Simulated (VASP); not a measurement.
Here is a VASP 6.6.1 calculation.

INCAR

```
PREC = Accurate
ENCUT = 520
EDIFF = 1E-6
ISMEAR = 0
SIGMA = 0.05
LREAL = F
LASPH = T
NELM = 60
ALGO = Normal
ISIF = 2
LWAVE = F
LCHARG = F
GGA = PE
NBANDS = 26
```

The input KPOINTS:

```
regular mesh
0
Gamma
  6 6 4
```

POSCAR

```
CdSe
1.0
    4.2984999142      0.0000000000      0.0000000000
   -2.1492499571      3.7226101239      0.0000000000
    0.0000000000      0.0000000000      7.1905800000
Cd Se
2 2
Direct
    0.6666666667      0.3333333333      0.0000000000
    0.3333333333      0.6666666667      0.5000000000
    0.6666666667      0.3333333333      0.3750000000
    0.3333333333      0.6666666667      0.8750000000
```

Potentials or basis: VASP PAW PBE potentials, release 64 (Cd, Se).

The run is started by

```console
$ cat potpaw_PBE.64/Cd/POTCAR potpaw_PBE.64/Se/POTCAR > POTCAR
$ mpirun -np 1 vasp_std > vasp.out
```

Estimate the pressure.

2.0 GPa.

Estimate the band gap on the k mesh.

0.59 eV, direct.

Predict the largest force.

0.147 eV/Å.

Forces in eV/Å, atoms in the order of the input:
```
Cd   0.000  0.000  0.147
Cd   0.000  0.000  0.147
Se   0.000  0.000 -0.147
Se   0.000  0.000 -0.147
```

Caveat: the cell differs from its parent crystal (strain +0.000 along x and y, +0.025 along z).
